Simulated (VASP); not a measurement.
# Sc3Re (Pm-3m) in VASP: further runs

Sc3Re is run at these levels: PBE; tasks: single point, relaxation of cell and atoms.

All numbers are computed with VASP 6.6.1; they aren't measurements. Logs are shortened: lines on timing, memory, paths and dates and some standing lists are left out, and cuts for length are marked.

## Step 1: The cell of the first run

Symmetry: Pm-3m, No. 221, cubic system. Conventional cell: a = 4.307 Å, b = 4.307 Å, c = 4.307 Å, α = 90.00°, β = 90.00°, γ = 90.00°. Sc (site symmetry 4/mmm) has 8 Sc at 3.05 Å and 4 Re at 3.05 Å within 4.0 Å. Re (site symmetry m-3m) has 12 Sc at 3.05 Å within 4.0 Å.

## Step 2: Single point, PBE

File INCAR:

```
  PREC = Accurate
  ENCUT = 520
  EDIFF = 1E-7
  ISMEAR = 0
  SIGMA = 0.1
  LREAL = False
  LASPH = True
  NELM = 60
  ALGO = Fast
  ISIF = 2
  LWAVE = False
  LCHARG = True
  GGA = PE
  LELF = True
  LVHAR = True
  NBANDS = 28
```

File KPOINTS:

```
regular mesh
0
Gamma
  12 12 12
```

File POSCAR:

```
Sc3Re
1.0
    4.3072853390      0.0000000000      0.0000000000
    0.0000000000      4.3072853390      0.0000000000
    0.0000000000      0.0000000000      4.3072853390
Sc Re
3 1
Direct
    0.0000000000      0.5000000000      0.5000000000
    0.5000000000      0.0000000000      0.5000000000
    0.5000000000      0.5000000000      0.0000000000
    0.0000000000      0.0000000000      0.0000000000
```

Potentials or basis: VASP PAW PBE potentials, release 64 (Sc_sv, Re).

Launch:

```sh
$ cat potpaw_PBE.64/Sc_sv/POTCAR potpaw_PBE.64/Re/POTCAR > POTCAR
$ mpirun -np 1 vasp_std > vasp.out
```

OUTCAR:

```text
PREC = Accurate
   ENCUT = 520
   EDIFF = 1E-7
   ISMEAR = 0
   LREAL = False
   LASPH = True
   NELM = 60
   ISIF = 2
   GGA = PE

 ion  position               nearest neighbor table
   1  0.000  0.500  0.500-   2 3.05   3 3.05   4 3.05   3 3.05   4 3.05   2 3.05   4 3.05   4 3.05
                             2 3.05   3 3.05   3 3.05   2 3.05
   2  0.500  0.000  0.500-   1 3.05   3 3.05   4 3.05   3 3.05   4 3.05   1 3.05   3 3.05   3 3.05
                             1 3.05   4 3.05   4 3.05   1 3.05
   3  0.500  0.500  0.000-   1 3.05   2 3.05   4 3.05   1 3.05   2 3.05   2 3.05   4 3.05   2 3.05
                             1 3.05   4 3.05   1 3.05   4 3.05
   4  0.000  0.000  0.000-   1 3.05   2 3.05   3 3.05   1 3.05   2 3.05   1 3.05   3 3.05   1 3.05
                             2 3.05   3 3.05   2 3.05   3 3.05

  LATTYP: Found a simple cubic cell.
 ALAT       =     4.3072853390

  Lattice vectors:

 A1 = (   4.3072853390,   0.0000000000,   0.0000000000)
 A2 = (   0.0000000000,   4.3072853390,   0.0000000000)
 A3 = (   0.0000000000,   0.0000000000,   4.3072853390)

Analysis of symmetry for initial positions (statically):
=====================================================================
 Subroutine PRICEL returns:
 Original cell was already a primitive cell.

 Routine SETGRP: Setting up the symmetry group for a
 simple cubic supercell.

 Subroutine GETGRP returns: Found 48 space group operations
 (whereof 48 operations were pure point group operations)
 out of a pool of 48 trial point group operations.

The static configuration has the point symmetry O_h .

Analysis of symmetry for dynamics (positions and initial velocities):
=====================================================================
 Subroutine PRICEL returns:
 Original cell was already a primitive cell.

 Routine SETGRP: Setting up the symmetry group for a
 simple cubic supercell.

 Subroutine GETGRP returns: Found 48 space group operations
 (whereof 48 operations were pure point group operations)
 out of a pool of 48 trial point group operations.

The dynamic configuration has the point symmetry O_h .

 Subroutine INISYM returns: Found 48 space group operations
 (whereof 48 operations are pure point group operations),
 and found     1 'primitive' translations

----------------------------------------------------------------------------------------

                                     Primitive cell
[... 94 lines left out ...]
   NELM   =     60;   NELMIN=  2; NELMDL= -5     # of ELM steps
   EDIFF  = 0.1E-06   stopping-criterion for ELM
   LREAL  =      F    real-space projection
   EDIFFG = 0.1E-05   stopping-criterion for IOM
   NSW    =      0    number of steps for IOM
   IBRION =     -1    ionic relax: 0-MD 1-quasi-New 2-CG
   NFREE  =      0    steps in history (QN), initial steepest desc. (CG)
   ISIF   =      2    stress and relaxation
   ISYM   =      2    0-nonsym 1-usesym 2-fastsym
   POTIM  = 0.5000    time-step for ionic-motion
   TEBEG  =    0.0;   TEEND  =   0.0 temperature during run
   PSTRESS=    0.0 pullay stress
   NELECT =      40.0000    total number of electrons
   NUPDOWN=      -1.0000    fix difference up-down
   EMIN   =  10.00;   EMAX   =-10.00  energy-range for DOS
   EFERMI =   0.00;   METHOD = LEGACY
   ISMEAR =     0;   SIGMA  =   0.10  broadening in eV -4-tet -1-fermi 0-gaus
   EFERMI_NEDOS =   21; number of points for ismear=-14 and -15
   IALGO  =     68    algorithm
   IMIX   =      4    mixing-type and parameters
     AMIX     =   0.40;   BMIX     =  1.00
     AMIX_MAG =   1.60;   BMIX_MAG =  1.00
  volume/ion in A,a.u.               =      19.98       134.82
  Fermi-wavevector in a.u.,A,eV,Ry     =   1.299844  2.456349 22.988323  1.689594
  Thomas-Fermi vector in A             =   2.431081
   LORBIT       =      0    0 simple, 1 ext, 2 COOP (PROOUT), +10 PAW based schemes
   GGA     = PE    functional components
   LHFCALC =     F    Hartree Fock is set to
   AEXX    =    0.0000 exact exchange contribution
   IVDW    =     0    specifies the selected vdW correction
   LEPSILON=     F    determine dielectric tensor
   LRPA    =     F    only Hartree local field effects (RPA)
 non-spin polarized calculation
 RMM-DIIS sequential band-by-band and
 Gauss-broadening in eV      SIGMA  =   0.10
  energy-cutoff  :      520.00
  volume of cell :       79.91
 maximum number of plane-waves:      2200
   NGX = 17   NGY = 17   NGZ = 17

 number of electron      40.0000009 magnetization

 Free energy of the ion-electron system (eV)
  ---------------------------------------------------
  ext. energy  EPLUGINS =         0.00000000
  ---------------------------------------------------
  free energy    TOTEN  =       -30.67646743 eV

  energy without entropy =      -30.63769869  energy(sigma->0) =      -30.65708306

 E-fermi :   5.0735     XC(G=0): -11.0726

 val. band max:        5.0711400809   @ k =   0.5000   0.0000   0.0000
 cond. band min:       5.0761691561   @ k =   0.5000   0.0000   0.0000
 fundamental gap:      0.0050290752
 Fermi energy:         5.0734858320

 k-point     1 :       0.0000    0.0000    0.0000
  band No.  band energies     occupation
      1     -44.2596      2.00000
      2     -44.1213      2.00000
      3     -44.1213      2.00000
      4     -23.1165      2.00000
      5     -23.1165      2.00000
      6     -23.1165      2.00000
[... 733 lines left out ...]
     27       7.6229      0.00000
     28       7.6742      0.00000

 [... further k-points ...]

------------------------ aborting loop because EDIFF is reached ----------------------------------------

  FORCE on cell =-STRESS in cart. coord.  units (eV):
  Direction    XX          YY          ZZ          XY          YZ          ZX
  --------------------------------------------------------------------------------------
  -------------------------------------------------------------------------------------
  Total        0.0082092      0.0082092      0.0082092      0.0000000      0.0000000     -0.0000000
  in kB        0.1645890      0.1645890      0.1645890      0.0000000      0.0000000     -0.0000000
  external PRESSURE =       0.1645890 kB  Pullay stress =       0.0000000 kB

 VOLUME and BASIS-vectors are now :
 -----------------------------------------------------------------------------
  energy-cutoff  :      520.00
  volume of cell :       79.91
      direct lattice vectors                 reciprocal lattice vectors
     4.307285339  0.000000000  0.000000000     0.232164791  0.000000000  0.000000000
     0.000000000  4.307285339  0.000000000     0.000000000  0.232164791  0.000000000
     0.000000000  0.000000000  4.307285339     0.000000000  0.000000000  0.232164791

 POSITION                                       TOTAL-FORCE (eV/Angst)
 -----------------------------------------------------------------------------------
      0.00000      2.15364      2.15364         0.000000      0.000000      0.000000
      2.15364      0.00000      2.15364         0.000000      0.000000      0.000000
      2.15364      2.15364      0.00000         0.000000      0.000000      0.000000
      0.00000      0.00000      0.00000         0.000000      0.000000      0.000000
 -----------------------------------------------------------------------------------
    total drift:                                0.000000     -0.000000     -0.000000

  FREE ENERGIE OF THE ION-ELECTRON SYSTEM (eV)
  ---------------------------------------------------
  free  energy   TOTEN  =       -30.6764674306 eV

  energy  without entropy=      -30.6376986921  energy(sigma->0) =      -30.65708306
```

OSZICAR:

```text
N       E                     dE             d eps       ncg     rms          rms(c)
DAV:   1     0.610826222773E+03    0.61083E+03   -0.19317E+04  6812   0.161E+03
DAV:   2     0.325066267953E+01   -0.60758E+03   -0.59943E+03  7336   0.721E+02
DAV:   3    -0.313833676336E+02   -0.34634E+02   -0.33448E+02  8920   0.207E+02
[... 12 lines left out ...]
RMM:  16    -0.306764628887E+02   -0.52614E-05   -0.80044E-05  7694   0.323E-02    0.304E-03
RMM:  17    -0.306764654166E+02   -0.25279E-05   -0.24719E-05  6920   0.202E-02    0.111E-03
RMM:  18    -0.306764665114E+02   -0.10948E-05   -0.11159E-05  6454   0.143E-02    0.144E-03
RMM:  19    -0.306764672029E+02   -0.69153E-06   -0.33349E-06  5275   0.126E-02    0.413E-03
RMM:  20    -0.306764674505E+02   -0.24753E-06   -0.17486E-06  5160   0.153E-02    0.303E-03
RMM:  21    -0.306764674306E+02    0.19891E-07   -0.63329E-07  4927   0.177E-02
   1 F= -.30676467E+02 E0= -.30657083E+02  d E =-.387687E-01
```

It took 9.1 min on 1 thread of AMD EPYC 7R13, shared host; peak memory 0.27 GiB.

Results:

- Free energy: -30.6765 eV
- Pressure: 0.0 GPa
- Band gap on the k mesh: zero (bands 20 and 21 overlap by 1.06 eV)

Caveat: spin-orbit coupling is left out, which moves the levels of the heavy elements.

## Step 3: Relaxation of cell and atoms, PBE

This run uses another cell than the first one, of 20.13 Å³/atom.

File INCAR:

```
SYSTEM = Sc3Re
PREC = Accurate
ENCUT = 600
EDIFF = 1E-6
ISMEAR = 0
SIGMA = 0.1
LREAL = .False.
LASPH = .True.
NELM = 80
ALGO = Fast
ISIF = 3
LWAVE = .False.
LCHARG = .False.
GGA = PE
IBRION = 2
NSW = 100
EDIFFG = -0.01
```

File KPOINTS:

```
regular mesh
0
Gamma
  12 12 12
  0 0 0
```

File POSCAR:

```
Sc3Re
1.0
    4.3181229329      0.0000000000      0.0000000000
    0.0000000000      4.3181229329      0.0000000000
    0.0000000000      0.0000000000      4.3181229329
Sc Re
3 1
Direct
    0.0000000000      0.5000000000      0.5000000000
    0.5000000000      0.0000000000      0.5000000000
    0.5000000000      0.5000000000      0.0000000000
    0.0000000000      0.0000000000      0.0000000000
```

Potentials or basis: VASP PAW PBE potentials, release 64 (Sc_sv, Re).

Launch:

```sh
$ cat potpaw_PBE.64/Sc_sv/POTCAR potpaw_PBE.64/Re/POTCAR > POTCAR
$ mpirun -np 1 vasp_std > vasp.out
```

OUTCAR:

```text
SYSTEM = Sc3Re
   PREC = Accurate
   ENCUT = 600
   EDIFF = 1E-6
   ISMEAR = 0
   LREAL = .False.
   LASPH = .True.
   NELM = 80
   ISIF = 3
   GGA = PE
   IBRION = 2
   NSW = 100
   EDIFFG = -0.01

 ion  position               nearest neighbor table
   1  0.000  0.500  0.500-   2 3.05   3 3.05   4 3.05   3 3.05   4 3.05   2 3.05   4 3.05   4 3.05
                             2 3.05   3 3.05   3 3.05   2 3.05
   2  0.500  0.000  0.500-   1 3.05   3 3.05   4 3.05   3 3.05   4 3.05   1 3.05   3 3.05   3 3.05
                             1 3.05   4 3.05   4 3.05   1 3.05
   3  0.500  0.500  0.000-   1 3.05   2 3.05   4 3.05   1 3.05   2 3.05   2 3.05   4 3.05   2 3.05
                             1 3.05   4 3.05   1 3.05   4 3.05
   4  0.000  0.000  0.000-   1 3.05   2 3.05   3 3.05   1 3.05   2 3.05   1 3.05   3 3.05   1 3.05
                             2 3.05   3 3.05   2 3.05   3 3.05

  LATTYP: Found a simple cubic cell.
 ALAT       =     4.3181229329

[... 270 lines left out ...]

  energy without entropy =      -30.63940222  energy(sigma->0) =      -30.65878695

 E-fermi :   5.0681     XC(G=0): -11.0695

 val. band max:        5.0667044051   @ k =   0.5000   0.0000   0.0000
 cond. band min:       5.0709407441   @ k =   0.5000   0.0000   0.0000
 fundamental gap:      0.0042363390
 Fermi energy:         5.0681459555

 k-point     1 :       0.0000    0.0000    0.0000
  band No.  band energies     occupation
      1     -44.2659      2.00000
      2     -44.1279      2.00000
      3     -44.1279      2.00000
      4     -23.1227      2.00000
      5     -23.1227      2.00000
      6     -23.1227      2.00000
[... 637 lines left out ...]
     23       5.3444      0.00009
     24       5.9621      0.00000

 [... further k-points ...]

------------------------ aborting loop because EDIFF is reached ----------------------------------------

  FORCE on cell =-STRESS in cart. coord.  units (eV):
  Direction    XX          YY          ZZ          XY          YZ          ZX
  --------------------------------------------------------------------------------------
  -------------------------------------------------------------------------------------
  Total       -0.0006024     -0.0006024     -0.0006024     -0.0000000     -0.0000000      0.0000000
  in kB       -0.0120699     -0.0120699     -0.0120699     -0.0000000     -0.0000000      0.0000000
  external PRESSURE =      -0.0120699 kB  Pullay stress =       0.0000000 kB
[... 19 lines left out ...]
  FREE ENERGIE OF THE ION-ELECTRON SYSTEM (eV)
  ---------------------------------------------------
  free  energy   TOTEN  =       -30.6781716724 eV

  energy  without entropy=      -30.6394022219  energy(sigma->0) =      -30.65878695

 reached required accuracy - stopping structural energy minimisation
```

OSZICAR:

```text
N       E                     dE             d eps       ncg     rms          rms(c)
DAV:   1     0.688433306580E+03    0.68843E+03   -0.20954E+04  5720   0.207E+03
DAV:   2     0.111185635338E+02   -0.67731E+03   -0.67239E+03  6784   0.842E+02
DAV:   3    -0.305434095588E+02   -0.41662E+02   -0.41254E+02  7712   0.262E+02
[... 64 lines left out ...]
RMM:   6    -0.306781643016E+02   -0.12670E-04   -0.24098E-04  6238   0.134E-01    0.587E-03
RMM:   7    -0.306781687041E+02   -0.44025E-05   -0.43978E-05  4721   0.745E-02    0.756E-03
RMM:   8    -0.306781700675E+02   -0.13634E-05   -0.10830E-05  3644   0.583E-02    0.389E-03
RMM:   9    -0.306781715117E+02   -0.14442E-05   -0.40113E-06  3232   0.778E-02    0.890E-03
RMM:  10    -0.306781716724E+02   -0.16066E-06   -0.28839E-06  2975   0.745E-02
   3 F= -.30678172E+02 E0= -.30658787E+02  d E =-.109340E-02
```

It took 21 min on 1 thread of AMD EPYC 7R13, shared host; peak memory 0.33 GiB.

What came out:

| Property | Result |
| --- | --- |
| Free energy | -30.6782 eV |
| Relaxed volume | 19.99 Å³/atom |
| Relaxed cell | a = 4.308 Å, b = 4.308 Å, c = 4.308 Å, α = 90.00°, β = 90.00°, γ = 90.00° |
| Space group after relaxing (to 0.1 Å) | Pm-3m (No. 221) |
| Energy gained by relaxing | 0.3 meV/atom |
| Ionic steps | 3 |
| Pressure after relaxing | 0.0 GPa |
| Band gap on the k mesh | zero (bands 20 and 21 overlap by 1.06 eV) |

The path:
| step | energy change (eV) | largest force (eV/Å) | pressure (GPa) | volume (Å³) |
| --- | --- | --- | --- | --- |
| 1 | 0.0000 | 0.0000 | -0.63 | 80.52 |
| 2 | -0.0006 | 0.0000 | 0.43 | 79.60 |
| 3 | -0.0011 | 0.0000 | 0.00 | 79.97 |

Final structure:
```yaml
crystal:
  lattice:
    - [4.30828, 0.00000, 0.00000]
    - [0.00000, 4.30828, 0.00000]
    - [0.00000, 0.00000, 4.30828]
  atoms:
    - { symbol: Sc, position: [0.00000, 0.50000, 0.50000] }
    - { symbol: Sc, position: [0.50000, 0.00000, 0.50000] }
    - { symbol: Sc, position: [0.50000, 0.50000, 0.00000] }
    - { symbol: Re, position: [0.00000, 0.00000, 0.00000] }
```

Caveat: spin-orbit coupling is left out, which moves the levels of the heavy elements.
